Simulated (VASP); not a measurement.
Runs of VASP 6.6.1 on B3As2. The structure is that of space group P6/mmm (No. 191), or close to it. The cells are those of the table. 

```csv
task,cell,k mesh,cutoff (eV),gap on the mesh (eV),pressure (GPa),relaxed volume (Å³/atom),largest force (eV/Å)
relaxation of cell and atoms,"relaxed from a = 4.569, b = 4.569, c = 4.287 Å, angles 90.0, 90.0, 120.0°, 5 atoms",6 × 6 × 4,600,none,-0.1,16.91,0.01
single point,"a = 4.569, b = 4.569, c = 4.287 Å, angles 90.0, 90.0, 120.0°, 5 atoms",6 × 6 × 4,520,none,15.8,-,(b)
single point,"a = 4.588, b = 4.588, c = 4.712 Å, angles 90.0, 90.0, 120.0°, 5 atoms",12 × 12 × 8,520,none,0.0,-,0.01
relaxation of cell and atoms,"relaxed from a = 4.544, b = 4.544, c = 4.714 Å, angles 90.0, 90.0, 120.0°, 5 atoms",12 × 12 × 8,600,none,0.0,(a),-
single point,"a = 4.544, b = 4.544, c = 4.714 Å, angles 90.0, 90.0, 120.0°, 5 atoms",6 × 6 × 4,520,none,0.2,-,-
```

Alike in all rows: level PBE; potentials or basis VASP PAW PBE potentials, release 64 (B, As); no spin polarisation; smearing gaussian 0.1 eV.

Task: Fill in the values left out.

Result: (a) 17.18; (b) 1.85.

Caveats: some runs use coarse meshes; forces of over 1 eV/Å act on the atoms, so gaps and moduli don't describe the material at rest (some runs).

A k mesh can miss the band edges, and the runs leave out spin-orbit coupling on As.

A gap of «none» marks levels without a gap at the run's occupations.
